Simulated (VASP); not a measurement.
A run of VASP 6.6.1 is set up as follows.

The input POSCAR:

```
Li
1.0
    0.0000000000      2.2100000000      2.2100000000
    2.2100000000      0.0000000000      2.2100000000
    2.2100000000      2.2100000000      0.0000000000
Li
1
Direct
    0.0000000000      0.0000000000      0.0000000000
```

Contents of INCAR.step1:

```
SYSTEM = Li
PREC     = Accurate       ! precision mode
ENCUT    = 830            ! plane-wave cutoff, eV
ISMEAR   = 0              ! smearing method
SIGMA    = 0.1            ! smearing width, eV
LREAL    = .False.        ! projectors in reciprocal space
LASPH    = .True.         ! aspherical terms in the spheres
NELM     = 120            ! most SCF steps
GGA      = PE             ! functional
ALGO     = Normal         ! electronic algorithm
EDIFF    = 1E-5           ! SCF threshold, eV
LWAVE    = .True.         ! write WAVECAR
LCHARG   = .False.        ! write CHGCAR
GGA_COMPAT= .False.      
IBRION   = 2              ! ionic algorithm
ISIF     = 3              ! what is computed and relaxed
EDIFFG   = -0.005         ! ionic threshold
NELMIN   = 4            
NSW      = 100            ! ionic steps
```

The input INCAR.step2:

```
SYSTEM = Li
PREC     = Accurate       ! precision mode
ENCUT    = 830            ! plane-wave cutoff, eV
EDIFF    = 1E-7           ! SCF threshold, eV
ISMEAR   = 0              ! smearing method
SIGMA    = 0.1            ! smearing width, eV
LREAL    = .False.        ! projectors in reciprocal space
LASPH    = .True.         ! aspherical terms in the spheres
NELM     = 120            ! most SCF steps
ALGO     = Normal         ! electronic algorithm
ISIF     = 3              ! what is computed and relaxed
LWAVE    = .False.        ! write WAVECAR
LCHARG   = .False.        ! write CHGCAR
METAGGA  = R2SCAN         ! meta-GGA
LMIXTAU  = .True.       
IBRION   = 2              ! ionic algorithm
NSW      = 80             ! ionic steps
EDIFFG   = -0.02          ! ionic threshold
ISTART   = 1            
GGA_COMPAT= .False.      
NELMIN   = 4
```

KPOINTS

```
Automatic mesh
0
Gamma
  18 18 18
  0 0 0
```

Potentials or basis: VASP PAW PBE potentials, release 64 (Li_sv).

Launch:

```console
$ cat potpaw_PBE.64/Li_sv/POTCAR > POTCAR
$ cp INCAR.step1 INCAR
$ mpirun -np 1 vasp_std > vasp.out
$ cp INCAR.step2 INCAR
$ mpirun -np 1 vasp_std > vasp.out
```

**Question.** Estimate the relaxed volume.

**Answer.** 20.62 Å³/atom.

**Question.** Predict the relaxed cell.

**Answer.** a = 3.078 Å, b = 3.078 Å, c = 3.078 Å, α = 60.00°, β = 60.00°, γ = 60.00°.

Step by step:
| step | energy change (eV) | largest force (eV/Å) | pressure (GPa) | volume (Å³) |
| --- | --- | --- | --- | --- |
| 1 | 0.0000 | 0.0000 | -0.45 | 21.59 |
| 2 | -0.0003 | 0.0000 | -0.31 | 21.40 |
| 3 | -0.0003 | 0.0000 | -0.15 | 21.00 |
| 4 | 0.0004 | 0.0000 | 0.18 | 20.20 |
| 5 | -0.0001 | 0.0000 | -0.15 | 20.62 |

Caveat: the PAW data sets were made with another functional, which shifts forces and pressure a little.
